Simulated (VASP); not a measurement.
# GaGe3 (Pm-3m) in VASP: notebook

Runs on GaGe3. Level: PBEsol. Tasks: vibrations by perturbation theory, elastic constants.

Everything below comes from runs of VASP 6.6.1. Logs are shortened: lines on timing, memory, paths and dates and some standing lists are left out, and cuts for length are marked.

### 1 The cell of the first run

The structure is cubic, space group Pm-3m (No. 221). Conventional cell: a = 4.278 Å, b = 4.278 Å, c = 4.278 Å, α = 90.00°, β = 90.00°, γ = 90.00°. Ge (site symmetry 4/mmm) has 8 Ge at 3.03 Å and 4 Ga at 3.03 Å within 4.0 Å. Within 4.0 Å of Ga (site symmetry m-3m) lie 12 Ge at 3.03 Å.

### 2 Vibrations by perturbation theory, PBEsol

INCAR reads:

```
SYSTEM = GaGe3
PREC     = Accurate       ! precision mode
ENCUT    = 520            ! plane-wave cutoff, eV
EDIFF    = 1E-8           ! SCF threshold, eV
ISMEAR   = -1             ! smearing method
SIGMA    = 0.05           ! smearing width, eV
LREAL    = .FALSE.        ! projectors in reciprocal space
LASPH    = .TRUE.         ! aspherical terms in the spheres
NELM     = 80             ! most SCF steps
ALGO     = Normal         ! electronic algorithm
ISIF     = 2              ! what is computed and relaxed
LWAVE    = .FALSE.        ! write WAVECAR
LCHARG   = .FALSE.        ! write CHGCAR
GGA      = PS             ! functional
IBRION   = 8              ! ionic algorithm
NSW      = 1              ! ionic steps
```

KPOINTS reads:

```
regular mesh
0
G
  6 6 6
  0 0 0
```

POSCAR reads:

```
GaGe3
1.0
    4.2784660000      0.0000000000      0.0000000000
    0.0000000000      4.2784660000      0.0000000000
    0.0000000000      0.0000000000      4.2784660000
Ge Ga
3 1
Direct
    0.5000000000      0.5000000000      0.0000000000
    0.5000000000      0.0000000000      0.5000000000
    0.0000000000      0.5000000000      0.5000000000
    0.0000000000      0.0000000000      0.0000000000
```

Potentials or basis: VASP PAW PBE potentials, release 64 (Ge_d, Ga_d).

On the command line:

```
$ cat potpaw_PBE.64/Ge_d/POTCAR potpaw_PBE.64/Ga_d/POTCAR > POTCAR
$ mpirun -np 1 vasp_std > vasp.out
```

OUTCAR:

```text
SYSTEM = GaGe3
   PREC = Accurate
   ENCUT = 520
   EDIFF = 1E-8
   ISMEAR = -1
   LREAL = .FALSE.
   LASPH = .TRUE.
   NELM = 80
   ISIF = 2
   GGA = PS
   IBRION = 8
   NSW = 1

 ion  position               nearest neighbor table
   1  0.500  0.500  0.000-
   2  0.500  0.000  0.500-
   3  0.000  0.500  0.500-
   4  0.000  0.000  0.000-

  LATTYP: Found a simple cubic cell.
 ALAT       =     4.2784660000

  Lattice vectors:

 A1 = (   4.2784660000,   0.0000000000,   0.0000000000)
 A2 = (   0.0000000000,   4.2784660000,   0.0000000000)
 A3 = (   0.0000000000,   0.0000000000,   4.2784660000)

Analysis of symmetry for initial positions (statically):
=====================================================================
 Subroutine PRICEL returns:
 Original cell was already a primitive cell.

 Routine SETGRP: Setting up the symmetry group for a
 simple cubic supercell.

 Subroutine GETGRP returns: Found 48 space group operations
 (whereof 48 operations were pure point group operations)
 out of a pool of 48 trial point group operations.

The static configuration has the point symmetry O_h .

Analysis of symmetry for dynamics (positions and initial velocities):
=====================================================================
 Subroutine PRICEL returns:
 Original cell was already a primitive cell.

 Routine SETGRP: Setting up the symmetry group for a
 simple cubic supercell.

 Subroutine GETGRP returns: Found 48 space group operations
 (whereof 48 operations were pure point group operations)
 out of a pool of 48 trial point group operations.

The dynamic configuration has the point symmetry O_h .

 Subroutine INISYM returns: Found 48 space group operations
 (whereof 48 operations are pure point group operations),
 and found     1 'primitive' translations

----------------------------------------------------------------------------------------

                                     Primitive cell

  volume of cell :      78.3185

  direct lattice vectors                    reciprocal lattice vectors
     4.278466000  0.000000000  0.000000000     0.233728631  0.000000000  0.000000000
     0.000000000  4.278466000  0.000000000     0.000000000  0.233728631  0.000000000
     0.000000000  0.000000000  4.278466000     0.000000000  0.000000000  0.233728631

  length of vectors
     4.278466000  4.278466000  4.278466000     0.233728631  0.233728631  0.233728631

  position of ions in fractional coordinates (direct lattice)
     0.500000000  0.500000000  0.000000000
     0.500000000  0.000000000  0.500000000
     0.000000000  0.500000000  0.500000000
     0.000000000  0.000000000  0.000000000

  ion indices of the primitive-cell ions
   primitive index   ion index
                 1           1
                 2           2
                 3           3
                 4           4

[... 100 lines left out ...]
 maximum number of plane-waves:      2176
 NGX is ok and might be reduce to    32
   NGX = 15   NGY = 15   NGZ = 15

--------------------------------------- Ionic step        1  -------------------------------------------

 number of electron      54.9999920 magnetization

 Free energy of the ion-electron system (eV)
  ---------------------------------------------------
  ext. energy  EPLUGINS =         0.00000000
  ---------------------------------------------------
  free energy    TOTEN  =       -17.20753231 eV

  energy without entropy =      -17.18495728  energy(sigma->0) =      -17.19624479

 E-fermi :   5.9917     XC(G=0): -11.1802

 val. band max:        5.9729063847   @ k =   0.3333   0.0000   0.0000
 cond. band min:       6.0367018002   @ k =   0.5000   0.5000   0.0000
 fundamental gap:      0.0637954155
 Fermi energy:         5.9917188780

 k-point     1 :       0.0000    0.0000    0.0000
  band No.  band energies     occupation
      1     -18.7143      2.00000
      2     -18.7143      2.00000
      3     -18.7143      2.00000
      4     -18.7040      2.00000
      5     -18.6702      2.00000
      6     -18.6702      2.00000
[... 709 lines left out ...]
     32      12.6574      0.00000
     33      12.6574      0.00000

------------------------ aborting loop because EDIFF is reached ----------------------------------------

  FORCE on cell =-STRESS in cart. coord.  units (eV):
  Direction    XX          YY          ZZ          XY          YZ          ZX
  --------------------------------------------------------------------------------------
  -------------------------------------------------------------------------------------
  Total       -1.6569751     -1.6569751     -1.6569751     -0.0000000     -0.0000000      0.0000000
  in kB      -33.8970823    -33.8970823    -33.8970823     -0.0000000     -0.0000000      0.0000000
  external PRESSURE =     -33.8970823 kB  Pullay stress =       0.0000000 kB

 VOLUME and BASIS-vectors are now :
 -----------------------------------------------------------------------------
  energy-cutoff  :      520.00
  volume of cell :       78.32
      direct lattice vectors                 reciprocal lattice vectors
     4.278466000  0.000000000  0.000000000     0.233728631  0.000000000  0.000000000
     0.000000000  4.278466000  0.000000000     0.000000000  0.233728631  0.000000000
     0.000000000  0.000000000  4.278466000     0.000000000  0.000000000  0.233728631

 POSITION                                       TOTAL-FORCE (eV/Angst)
 -----------------------------------------------------------------------------------
      2.13923      2.13923      0.00000         0.000000      0.000000      0.000000
      2.13923      0.00000      2.13923         0.000000      0.000000      0.000000
      0.00000      2.13923      2.13923         0.000000      0.000000      0.000000
      0.00000      0.00000      0.00000         0.000000      0.000000      0.000000
 -----------------------------------------------------------------------------------
    total drift:                                0.000000     -0.000000     -0.000000

  FREE ENERGIE OF THE ION-ELECTRON SYSTEM (eV)
  ---------------------------------------------------
  free  energy   TOTEN  =       -17.2075323121 eV

  energy  without entropy=      -17.1849572755  energy(sigma->0) =      -17.19624479

[... ionic steps 2 to 12 ...]

--------------------------------------- Ionic step       13  -------------------------------------------

 Free energy of the ion-electron system (eV)
  ---------------------------------------------------
  ---------------------------------------------------
  free energy    TOTEN  =        -0.16600327 eV

  energy without entropy =       -0.16600328

------------------------ aborting loop because EDIFF is reached ----------------------------------------

 INTERNAL STRAIN TENSOR  FOR ION    4  DIRECTION 1   (eV/Angst):
 -----------------------------------------------------------------------------
    -0.03761  0.00000  0.00000
    -0.00000  0.02169 -0.00000
     0.00000 -0.00000  0.02169

 INTERNAL STRAIN TENSOR FOR ION    4 for displacements in x,y,z  (eV/Angst):
          X           Y           Z          XY          YZ          ZX
  --------------------------------------------------------------------------------
  x     0.00000     0.00000     0.00000     0.00000     0.00000     0.00000
  y     0.00000     0.00000     0.00000     0.00000     0.00000     0.00000
  z     0.00000     0.00000     0.00000     0.00000     0.00000     0.00000

 SECOND DERIVATIVES (NOT SYMMETRIZED)
 ------------------------------------
               1X          1Y          1Z          2X          2Y          2Z          3X          3Y          3Z          4X          4Y          4Z
  1X     0.069011    0.000000    0.000000   -1.775533    0.000000    0.000000    0.490976    0.000000    0.000000    1.215547    0.000000    0.000000
  1Y     0.000000    0.069011    0.000000    0.000000    0.490976    0.000000    0.000000   -1.775533    0.000000    0.000000    1.215547    0.000000
  1Z     0.000000    0.000000   -0.058319   -0.000000    0.000000    0.491422   -0.000000   -0.000000    0.491422   -0.000000    0.000000   -0.924525
  2X    -1.775533    0.000000    0.000000    0.069011    0.000000    0.000000    0.490976    0.000000    0.000000    1.215547    0.000000    0.000000
  2Y     0.000000    0.491422   -0.000000   -0.000000   -0.058319    0.000000    0.000000    0.491422    0.000000    0.000000   -0.924525   -0.000000
  2Z     0.000000    0.000000    0.490976    0.000000    0.000000    0.069011    0.000000    0.000000   -1.775533    0.000000    0.000000    1.215547
  3X     0.491422    0.000000   -0.000000    0.491422    0.000000    0.000000   -0.058319   -0.000000    0.000000   -0.924525    0.000000   -0.000000
  3Y     0.000000   -1.775533    0.000000    0.000000    0.490976    0.000000    0.000000    0.069011    0.000000    0.000000    1.215547    0.000000
  3Z     0.000000    0.000000    0.490976    0.000000    0.000000   -1.775533    0.000000    0.000000    0.069011    0.000000    0.000000    1.215547
  4X     1.253468    0.000000    0.000000    1.253468    0.000000   -0.000000   -0.890398   -0.000000    0.000000   -1.616538    0.000000   -0.000000
  4Y    -0.000000    1.253468    0.000000    0.000000   -0.890398    0.000000    0.000000    1.253468    0.000000    0.000000   -1.616538   -0.000000
  4Z    -0.000000   -0.000000   -0.890398    0.000000    0.000000    1.253468    0.000000   -0.000000    1.253468   -0.000000   -0.000000   -1.616538

 Eigenvectors and eigenvalues of the dynamical matrix
 ----------------------------------------------------

   1 f  =    3.588426 THz    22.546744 2PiTHz  119.696999 cm-1    14.840530 meV
             X         Y         Z           dx          dy          dz
      2.139233  2.139233  0.000000    -0.469947    0.058663   -0.000000
      2.139233  0.000000  2.139233    -0.469947   -0.036094   -0.000000
      0.000000  2.139233  2.139233     0.289149    0.058663    0.000000
      0.000000  0.000000  0.000000     0.677753   -0.084604   -0.000000
[... 71 lines left out ...]
  12 f/i=    2.491707 THz    15.655858 2PiTHz   83.114407 cm-1    10.304869 meV
             X         Y         Z           dx          dy          dz
      2.139233  2.139233  0.000000    -0.604004   -0.351807   -0.000000
      2.139233  0.000000  2.139233     0.604004   -0.000000    0.106821
      0.000000  2.139233  2.139233     0.000000    0.351807   -0.106821
      0.000000  0.000000  0.000000    -0.000000   -0.000000    0.000000

--------------------------------------------------------------------------------------------------------

 ELASTIC MODULI CONTR FROM IONIC RELAXATION (kBar)
 Direction    XX          YY          ZZ          XY          YZ          ZX
 --------------------------------------------------------------------------------
 XX           0.0000      0.0000      0.0000      0.0000      0.0000      0.0000
 YY           0.0000      0.0000      0.0000      0.0000      0.0000      0.0000
 ZZ           0.0000      0.0000      0.0000      0.0000      0.0000      0.0000
 XY           0.0000      0.0000      0.0000      0.0000      0.0000      0.0000
 YZ           0.0000      0.0000      0.0000      0.0000      0.0000      0.0000
 ZX           0.0000      0.0000      0.0000      0.0000      0.0000      0.0000
 --------------------------------------------------------------------------------
```

Run time: 4.7 min. Hardware: 1 thread of Intel Xeon 6975P-C (Granite Rapids), shared host; peak memory 0.45 GiB.

Results:

```
Highest phonon frequency at Γ : 120 cm⁻¹
Most unstable mode            : 83i cm⁻¹
```

Phonon frequencies in cm⁻¹ (negative: imaginary):
```
              q point                                frequencies
(0.000, 0.000, 0.000)  -83 -83 -83 -38 -38 -38 2 2 2 120 120 120
```

Caveat: the cell stands under pressure or tension, which shifts response properties; some modes are imaginary; the PAW data sets were made with another functional, which shifts forces and pressure a little.

### 3 Elastic constants, PBEsol

INCAR reads:

```
SYSTEM = GaGe3
PREC     = Accurate       ! precision mode
ENCUT    = 600            ! plane-wave cutoff, eV
EDIFF    = 1E-8           ! SCF threshold, eV
ISMEAR   = -1             ! smearing method
SIGMA    = 0.05           ! smearing width, eV
LREAL    = .FALSE.        ! projectors in reciprocal space
LASPH    = .TRUE.         ! aspherical terms in the spheres
NELM     = 80             ! most SCF steps
ALGO     = Normal         ! electronic algorithm
ISIF     = 3              ! what is computed and relaxed
LWAVE    = .FALSE.        ! write WAVECAR
LCHARG   = .FALSE.        ! write CHGCAR
GGA      = PS             ! functional
NBANDS   = 36             ! bands
IBRION   = 6              ! ionic algorithm
NFREE    = 2            
POTIM    = 0.015          ! step
NSW      = 1              ! ionic steps
```

KPOINTS reads:

```
Automatic mesh
0
G
  6 6 6
  0 0 0
```

POSCAR is that of step 2.

Potentials or basis: VASP PAW PBE potentials, release 64 (Ge_d, Ga_d).

On the command line:

```
$ cat potpaw_PBE.64/Ge_d/POTCAR potpaw_PBE.64/Ga_d/POTCAR > POTCAR
$ mpirun -np 1 vasp_std > vasp.out
```

Run time: 50 min. Hardware: 1 thread of Oxide Virtual Turin-like, shared host; peak memory 0.46 GiB.

The run converged. Its results:

* Elastic constants C11, C12, C44: 11, 74, -2 GPa
* Voigt bulk modulus: 53 GPa
* Highest phonon frequency at Γ: 120 cm⁻¹
* Most unstable mode: 82i cm⁻¹

Phonon frequencies in cm⁻¹ (negative: imaginary):
| q point | frequencies |
| --- | --- |
| (0.000, 0.000, 0.000) | -82 -82 -82 -38 -38 -38 1 1 1 120 120 120 |

Elastic tensor in Voigt notation (GPa, in the Cartesian axes of the cell as first typed):
```
11 74 74  0  0  0
74 11 74  0  0  0
74 74 11  0  0  0
 0  0  0 -2  0  0
 0  0  0  0 -2  0
 0  0  0  0  0 -2
```

Clamped-ion elastic tensor (GPa):
```
11 74 74  0  0  0
74 11 74  0  0  0
74 74 11  0  0  0
 0  0  0 -2  0  0
 0  0  0  0 -2  0
 0  0  0  0  0 -2
```

Caveat: the cell is under stress, which shifts elastic constants; some modes are imaginary; the elastic tensor has a negative eigenvalue, so either the cell is unstable as it stands or the mesh is too thin; the PAW data sets were made with another functional, which shifts forces and pressure a little.
